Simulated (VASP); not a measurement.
A run of VASP 6.6.1 is set up as follows.

INCAR

```
SYSTEM = CaF2
  ALGO = Normal
  EDIFF = 1E-6
  ENCUT = 600
  GGA = CA
  GGA_COMPAT = .False.
  ISIF = 2
  ISMEAR = 0
  LASPH = .True.
  LCHARG = .False.
  LREAL = .False.
  LWAVE = .False.
  NBANDS = 19
  NELM = 120
  PREC = Accurate
  SIGMA = 0.01
```

KPOINTS

```
k-points
0
Gamma
  8 8 8
  0 0 0
```

File POSCAR:

```
CaF2
1.0
    0.0000000000      2.6627662695      2.6627662695
    2.6627662695      0.0000000000      2.6627662695
    2.6627662695      2.6627662695      0.0000000000
Ca F
1 2
Direct
    0.0000000000      0.0000000000      0.0000000000
    0.2500000000      0.2500000000      0.2500000000
    0.7500000000      0.7500000000      0.7500000000
```

Potentials or basis: VASP PAW LDA potentials, release 64 (Ca_sv, F).

Launch:

```bash
$ cat potpaw_LDA.64/Ca_sv/POTCAR potpaw_LDA.64/F/POTCAR > POTCAR
$ mpirun -np 1 vasp_std > vasp.out
```

**Question.** What does it give for the pressure?

**Answer.** 0.5 GPa.

**Question.** Predict the band gap on the k mesh.

**Answer.** 7.36 eV, indirect (least direct gap 7.63 eV).

A k mesh can miss the band edges. Expect the measured gap to be larger: semilocal functionals such as LDA lack the derivative discontinuity.
